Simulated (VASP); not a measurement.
# AlIn2: relaxation of cell and atoms with PBE

The system is AlIn2.

```
Al In
1.0
     5.42212    0.00000    0.00000
     0.00000    5.42212    0.00000
     0.00000    0.00000    3.16112
Al In
1 2
Direct
  0.00000 0.00000 0.00000
  0.00000 0.50000 0.00000
  0.50000 0.00000 0.00000
```

```yaml
Program: VASP 6.6.1
Task: relaxation of cell and atoms
Functional: PBE
Potentials_or_basis: VASP PAW PBE potentials, release 64 (Al, In_d)
Cutoff: 600 eV
k_mesh: 8 × 8 × 14
Occupations: gaussian, width 0.1 eV
Spin: no spin polarisation
Dipole_correction: no
Further_INCAR_settings: ALGO = Normal; EDIFF = 1e-06; IBRION = 2; EDIFFG = -0.01; NSW = 100; ISIF = 3
```

The relaxed volume is 31.10 Å³/atom and the relaxed cell is a = 5.568 Å, b = 5.568 Å, c = 3.010 Å, α = 90.00°, β = 90.00°, γ = 90.00°. The space group after relaxing (to 0.05 Å) is P4/mmm (No. 123) and the energy gained by relaxing is 21.0 meV/atom. The ionic steps are 5 and the pressure after relaxing is 0.0 GPa.

The path:
```tsv
step	energy change (eV)	largest force (eV/Å)	pressure (GPa)	volume (Å³)
1	0.0000	0.0000	0.20	92.94
2	-0.0448	0.0000	-0.08	93.41
3	-0.0628	0.0000	-0.11	93.83
4	-0.0628	0.0000	-0.16	93.82
5	-0.0630	0.0000	0.01	93.31
```

Final structure:
```xyz
3
Lattice="5.5682 0.0000 0.0000 0.0000 5.5682 0.0000 0.0000 0.0000 3.0095" Properties=species:S:1:pos:R:3 pbc="T T T"
Al    0.0000    0.0000    0.0000
In    0.0000    2.7841    0.0000
In    2.7841    0.0000    0.0000
```

Levels at points of the mesh, in eV from the Fermi level:
```
           k point  band 12  band 13  band 14  band 15  band 16  band 17  band 18
(0.00, 0.00, 0.00)    -5.13    -2.88    -2.88    -2.13     1.92     1.92     4.62
(0.50, 0.00, 0.00)    -6.85    -3.38    -2.41     0.13     0.34     3.15     3.39
(0.50, 0.50, 0.00)    -6.64    -6.64    -2.18     2.22     3.71     3.71     3.98
(0.00, 0.00, 0.50)    -3.27    -1.11    -0.20    -0.20    -0.15     1.52     2.08
(0.50, 0.00, 0.50)    -3.19    -2.56    -1.44     0.22     0.48     1.06     3.21
(0.50, 0.50, 0.50)    -2.94    -2.94    -1.35    -1.32    -1.32     0.99     4.09
```

Run time: 9 min on 1 thread of Intel(R) Xeon(R) Platinum 8488C (Sapphire Rapids), with other jobs on the host, peak memory 0.42 GiB.

Caveat: spin-orbit coupling is left out, which moves the levels of the heavy elements.
